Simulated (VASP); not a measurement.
A run of VASP 6.6.1 is set up as follows.

File INCAR:

```
ALGO = Normal
EDIFF = 1E-6
ENCUT = 520
GGA = PE
ISIF = 2
ISMEAR = 0
LASPH = T
LCHARG = F
LREAL = F
LWAVE = F
NBANDS = 86
NELM = 80
PREC = Accurate
SIGMA = 0.1
```

KPOINTS

```
k-points
0
Gamma
  4 4 8
```

File POSCAR:

```
Hf2ZrGe3
1.0
    5.4287374260     -4.8725594905      0.0000000000
    5.4287374260      4.8725594905      0.0000000000
    0.0000000000      0.0000000000      3.7213086798
Zr Hf Ge
2 4 6
Direct
    0.1452794296      0.8547205704      0.2500000000
    0.8547205704      0.1452794296      0.7500000000
    0.5209042392      0.8116551236      0.7500000000
    0.8116551236      0.5209042392      0.2500000000
    0.4790957608      0.1883448764      0.2500000000
    0.1883448764      0.4790957608      0.7500000000
    0.7461022539      0.9183389707      0.2500000000
    0.9183389707      0.7461022539      0.7500000000
    0.5861542348      0.4138457652      0.7500000000
    0.4138457652      0.5861542348      0.2500000000
    0.2538977461      0.0816610293      0.7500000000
    0.0816610293      0.2538977461      0.2500000000
```

Potentials or basis: VASP PAW PBE potentials, release 64 (Zr_sv, Hf_pv, Ge_d).

Command:

```sh
$ cat potpaw_PBE.64/Zr_sv/POTCAR potpaw_PBE.64/Hf_pv/POTCAR potpaw_PBE.64/Ge_d/POTCAR > POTCAR
$ mpirun -np 1 vasp_std > vasp.out
```

(1) Estimate the band gap on the k mesh.

(2) What does it give for the pressure?

(3) What does it give for the largest force?

## Answers

(1) zero (bands 74 and 75 overlap by 0.73 eV).

(2) 21.0 GPa.

(3) 0.031 eV/Å.

Caveat: the cell stands under pressure; spin-orbit coupling is left out, which moves the levels of the heavy elements.
